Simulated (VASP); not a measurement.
# ZrB (Fm-3m) in VASP: notebook, part 2 of 2

VASP 6.6.1. Earlier steps stand in the parts before.

### 5 Single point, r2SCAN (15.10 Å³/atom)

This run uses another cell than the first one, of 15.10 Å³/atom.

POSCAR reads:

```
ZrB
1.0
    0.0000000000      2.4719460683      2.4719460683
    2.4719460683      0.0000000000      2.4719460683
    2.4719460683      2.4719460683      0.0000000000
Zr B
1 1
Direct
    0.5000000000      0.5000000000      0.5000000000
    0.0000000000      0.0000000000      0.0000000000
```

INCAR.step1 reads:

```
SYSTEM = ZrB
PREC = Accurate
ENCUT = 520
ISMEAR = 0
SIGMA = 0.05
LREAL = .False.
LASPH = .True.
NELM = 60
NBANDS = 14
GGA = PE
ALGO = Normal
EDIFF = 1E-4
LWAVE = .True.
LCHARG = .False.
```

INCAR.step2 reads:

```
SYSTEM = ZrB
PREC = Accurate
ENCUT = 520
EDIFF = 1E-6
ISMEAR = 0
SIGMA = 0.05
LREAL = .False.
LASPH = .True.
NELM = 60
ALGO = Normal
ISIF = 2
LWAVE = .False.
LCHARG = .False.
METAGGA = R2SCAN
LMIXTAU = .True.
NBANDS = 14
ISTART = 1
```

KPOINTS reads:

```
regular mesh
0
Gamma
  12 12 12
  0 0 0
```

Potentials or basis: VASP PAW PBE potentials, release 64 (Zr_sv, B).

On the command line:

```sh
cat potpaw_PBE.64/Zr_sv/POTCAR potpaw_PBE.64/B/POTCAR > POTCAR
cp INCAR.step1 INCAR
mpirun -np 1 vasp_std > vasp.out
cp INCAR.step2 INCAR
mpirun -np 1 vasp_std > vasp.out
```

OUTCAR:

```text
SYSTEM = ZrB
   PREC = Accurate
   ENCUT = 520
   EDIFF = 1E-6
   ISMEAR = 0
   LREAL = .False.
   LASPH = .True.
   NELM = 60
   ISIF = 2
   METAGGA = R2SCAN
   ISTART = 1

 ion  position               nearest neighbor table
   1  0.500  0.500  0.500-   2 2.47   2 2.47   2 2.47   2 2.47   2 2.47   2 2.47
   2  0.000  0.000  0.000-   1 2.47   1 2.47   1 2.47   1 2.47   1 2.47   1 2.47

  LATTYP: Found a face centered cubic cell.
 ALAT       =     4.9438921366

  Lattice vectors:

 A1 = (   0.0000000000,   2.4719460683,   2.4719460683)
 A2 = (   2.4719460683,   0.0000000000,   2.4719460683)
 A3 = (   2.4719460683,   2.4719460683,   0.0000000000)

Analysis of symmetry for initial positions (statically):
=====================================================================
 Subroutine PRICEL returns:
 Original cell was already a primitive cell.

 Routine SETGRP: Setting up the symmetry group for a
 face centered cubic supercell.

 Subroutine GETGRP returns: Found 48 space group operations
 (whereof 48 operations were pure point group operations)
 out of a pool of 48 trial point group operations.

The static configuration has the point symmetry O_h .

[... 177 lines left out ...]
      8       9.2011      0.00000
      9      10.4405      0.00000
     10      10.4405      0.00000
     11      10.7685      0.00000
     12      10.7685      0.00000
     13      10.7685      0.00000
     14      18.3436      0.00000
[... 377 lines left out ...]
      1     -41.9617      2.00000
      2     -19.6231      2.00000
      3     -19.3013      2.00000
      4     -19.2244      2.00000
      5       2.0995      2.00000
      6       3.9311      2.00000
      7       6.1485      2.00000
      8       6.3242      2.00000
      9      11.8915      0.00000
     10      12.0380      0.00000
     11      13.1415      0.00000
     12      16.3703      0.00000
     13      17.2584      0.00000
     14      17.8715      0.00000

 [... further k-points ...]

------------------------ aborting loop because EDIFF is reached ----------------------------------------

  FORCE on cell =-STRESS in cart. coord.  units (eV):
  Direction    XX          YY          ZZ          XY          YZ          ZX
  --------------------------------------------------------------------------------------
  -------------------------------------------------------------------------------------
  Total       -0.5800192     -0.5800192     -0.5800192      0.0000000     -0.0000000     -0.0000000
  in kB      -30.7613938    -30.7613938    -30.7613938      0.0000000     -0.0000000     -0.0000000
  external PRESSURE =     -30.7613938 kB  Pullay stress =       0.0000000 kB

 VOLUME and BASIS-vectors are now :
 -----------------------------------------------------------------------------
  energy-cutoff  :      520.00
  volume of cell :       30.21
      direct lattice vectors                 reciprocal lattice vectors
     0.000000000  2.471946068  2.471946068    -0.202269785  0.202269785  0.202269785
     2.471946068  0.000000000  2.471946068     0.202269785 -0.202269785  0.202269785
     2.471946068  2.471946068  0.000000000     0.202269785  0.202269785 -0.202269785

 POSITION                                       TOTAL-FORCE (eV/Angst)
 -----------------------------------------------------------------------------------
      2.47195      2.47195      2.47195        -0.000000      0.000000     -0.000000
      0.00000      0.00000      0.00000         0.000000     -0.000000      0.000000
 -----------------------------------------------------------------------------------
    total drift:                                0.000000      0.000000      0.000000

  FREE ENERGIE OF THE ION-ELECTRON SYSTEM (eV)
  ---------------------------------------------------
  free  energy   TOTEN  =       -30.9797679333 eV

  energy  without entropy=      -30.9790624891  energy(sigma->0) =      -30.97941521
```

OUTCAR.step1:

```text
SYSTEM = ZrB
   PREC = Accurate
   ENCUT = 520
   ISMEAR = 0
   LREAL = .False.
   LASPH = .True.
[... 630 lines left out ...]
      2.47195      2.47195      2.47195        -0.000000      0.000000     -0.000000
      0.00000      0.00000      0.00000         0.000000     -0.000000      0.000000
 -----------------------------------------------------------------------------------
    total drift:                                0.000000      0.000000      0.000000

  FREE ENERGIE OF THE ION-ELECTRON SYSTEM (eV)
  ---------------------------------------------------
  free  energy   TOTEN  =       -16.0008176352 eV

  energy  without entropy=      -15.9998013002  energy(sigma->0) =      -16.00030947
```

Run time: 3.8 min. Hardware: 1 thread of Intel Xeon 8259CL, shared host; peak memory 0.19 GiB.

What came out:

```yaml
Free_energy: -30.9798 eV
Pressure: -3.1 GPa
Band_gap_on_the_k_mesh: zero (an odd number of electrons rules out a gap without spin polarisation)
```

Caveat: the cell stands under tension; the PAW data sets were made with another functional, which shifts forces and pressure a little.

### 6 Single point, r2SCAN (15.40 Å³/atom)

This run uses another cell than the first one, of 15.40 Å³/atom.

POSCAR reads:

```
ZrB
1.0
    0.0000000000      2.4879981159      2.4879981159
    2.4879981159      0.0000000000      2.4879981159
    2.4879981159      2.4879981159      0.0000000000
Zr B
1 1
Direct
    0.5000000000      0.5000000000      0.5000000000
    0.0000000000      0.0000000000      0.0000000000
```

INCAR.step1 reads:

```
ALGO = Normal ; EDIFF = 1E-4
ENCUT = 520 ; GGA = PE
ISMEAR = 0 ; LASPH = True
LCHARG = False ; LREAL = False
LWAVE = True ; NBANDS = 14
NELM = 80 ; PREC = Accurate
SIGMA = 0.05
```

INCAR.step2 reads:

```
ALGO = Normal ; EDIFF = 1E-6
ENCUT = 520 ; ISIF = 2
ISMEAR = 0 ; ISTART = 1
LASPH = True ; LCHARG = False
LMIXTAU = True ; LREAL = False
LWAVE = False ; METAGGA = R2SCAN
NBANDS = 14 ; NELM = 80
PREC = Accurate ; SIGMA = 0.05
```

KPOINTS reads:

```
k-points
0
Gamma
  12 12 12
```

Potentials or basis: VASP PAW PBE potentials, release 64 (Zr_sv, B).

On the command line:

```sh
cat potpaw_PBE.64/Zr_sv/POTCAR potpaw_PBE.64/B/POTCAR > POTCAR
cp INCAR.step1 INCAR
mpirun -np 1 vasp_std > vasp.out
cp INCAR.step2 INCAR
mpirun -np 1 vasp_std > vasp.out
```

Wall time 3.8 min (1 thread of Intel Xeon 8259CL, shared host); peak memory 0.18 GiB.

Results (log left out):

```yaml
Free_energy: -30.9632 eV
Pressure: -5.9 GPa
Band_gap_on_the_k_mesh: zero (an odd number of electrons rules out a gap without spin polarisation)
```

Levels at points of the mesh, in eV from the Fermi level:
| k point | band 5 | band 6 | band 7 | band 8 | band 9 | band 10 | band 11 | band 12 |
| --- | --- | --- | --- | --- | --- | --- | --- | --- |
| (0.00, 0.00, 0.00) | -8.52 | 1.94 | 1.94 | 1.94 | 3.14 | 3.14 | 3.49 | 3.49 |
| (0.50, 0.00, 0.00) | -4.76 | -3.87 | -1.17 | -1.17 | 4.93 | 4.93 | 6.20 | 7.62 |
| (0.50, 0.50, 0.00) | -6.51 | -1.04 | -0.61 | 2.00 | 2.00 | 4.50 | 5.82 | 5.82 |

Caveat: the cell stands under tension; the PAW data sets were made with another functional, which shifts forces and pressure a little.

### 7 Summary

| level | cell | gap on the mesh (eV) | pressure (GPa) |
| --- | --- | --- | --- |
| r2SCAN | a = 3.473 Å, angles 60.0°, 2 atoms | none | 0.1 |
| r2SCAN+D3(BJ) | a = 3.473 Å, angles 60.0°, 2 atoms | none | -1.9 |
| r2SCAN | a = 3.496 Å, angles 60.0°, 2 atoms | none | -3.1 |
| r2SCAN | a = 3.519 Å, angles 60.0°, 2 atoms | none | -5.9 |

Alike in all rows: task single point; potentials or basis VASP PAW PBE potentials, release 64 (Zr_sv, B); no spin polarisation; k mesh 12 × 12 × 12; cutoff (eV) 520; smearing gaussian 0.05 eV.

Caveats: the PAW data sets were made with another functional, which shifts forces and pressure a little; the cell stands under tension (at least some runs).

Total energies depend on the potentials used, so only differences within one code and one set of settings carry meaning.
